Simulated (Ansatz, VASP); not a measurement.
# One calculation of Cr3B4, two programs

INCAR

```
SYSTEM = Cr3B4
PREC     = Accurate       ! precision mode
ENCUT    = 520            ! plane-wave cutoff, eV
EDIFF    = 1E-7           ! SCF threshold, eV
ISMEAR   = -5             ! smearing method
SIGMA    = 0.1            ! smearing width, eV
LREAL    = .FALSE.        ! projectors in reciprocal space
LASPH    = .TRUE.         ! aspherical terms in the spheres
NELM     = 150            ! most SCF steps
ALGO     = Normal         ! electronic algorithm
ISIF     = 2              ! what is computed and relaxed
LWAVE    = .FALSE.        ! write WAVECAR
LCHARG   = .FALSE.        ! write CHGCAR
ISPIN    = 2              ! spin polarisation
MAGMOM   = 0 0 0 0 0 0 0  ! initial moments
LORBIT   = 11             ! projections on sites
LMAXMIX  = 4              ! l up to which the mixer works
GGA      = PE             ! functional
NBANDS   = 37             ! bands
```

File KPOINTS:

```
regular mesh
0
G
  5 5 5
  0 0 0
```

POSCAR

```
Cr3B4
1.0
    3.8431930000     -0.9798870000     -0.4526820000
   -0.3459960000      4.2050790000      0.3779080000
    0.0725170000     -0.3620400000      3.6342070000
Cr B
3 4
Direct
    0.5700380000      0.9153250000      0.9925430000
    0.4192880000      0.3600360000      0.2891090000
    0.1114520000      0.0931230000      0.7667690000
    0.1870560000      0.5766470000      0.6606870000
    0.0924620000      0.6180190000      0.1062010000
    0.8678310000      0.7041240000      0.4436860000
    0.8915630000      0.2755640000      0.3435050000
```

Input for Ansatz:

```yaml
crystal:
  lattice:
    - [3.843193, -0.979887, -0.452682]
    - [-0.345996, 4.205079, 0.377908]
    - [0.072517, -0.36204, 3.634207]
  atoms:
    - { symbol: Cr, position: [0.570038, 0.915325, 0.992543] }
    - { symbol: Cr, position: [0.419288, 0.360036, 0.289109] }
    - { symbol: B, position: [0.187056, 0.576647, 0.660687] }
    - { symbol: B, position: [0.092462, 0.618019, 0.106201] }
    - { symbol: Cr, position: [0.111452, 0.093123, 0.766769] }
    - { symbol: B, position: [0.867831, 0.704124, 0.443686] }
    - { symbol: B, position: [0.891563, 0.275564, 0.343505] }
kpoints:
  mp_grid: { grid: [5, 5, 5], shift: [0.0, 0.0, 0.0] }
magnetization:
  spin_polarized: true
scf:
  occupations: { method: tetrahedron }
hamiltonian:
  pseudopotentials: { kind: paw }
  xc: pbe
basis:
  ecutwfc: 420
output:
  forces: true
  stress: true
  eigenvalues: true
```

Alike in both runs: task single point; functional PBE; k mesh 5 × 5 × 5; occupations tetrahedron; collinear spin.

|  | VASP | Ansatz |
| --- | --- | --- |
| version | VASP 6.6.1 | Ansatz 0.2.0 |
| potentials or method | VASP PAW PBE potentials, release 64 (Cr_pv, B), cutoff 520 eV | PAW plane waves |
| valence electrons in the cell | 48 | 54 |

|  | VASP | Ansatz | Ansatz less VASP |
| --- | --- | --- | --- |
| gap on the k mesh at the Fermi level (eV) | none | none | - |
| rms of the force components (eV/Å) | 1.255 | 1.254 | -0.0014 |
| net moment per atom (μB) | 0.00 | 0.00 | 0.000 |

A gap of «none» marks a metal or a gap that the smearing closes. VASP's potentials hold 48 valence electrons a cell and Ansatz's 54, so a difference there can come from the potentials and not from the codes. Ansatz's warnings: band table not solved further, no starting moments, stability check not made, tetrahedron derivatives may miss energy slope.
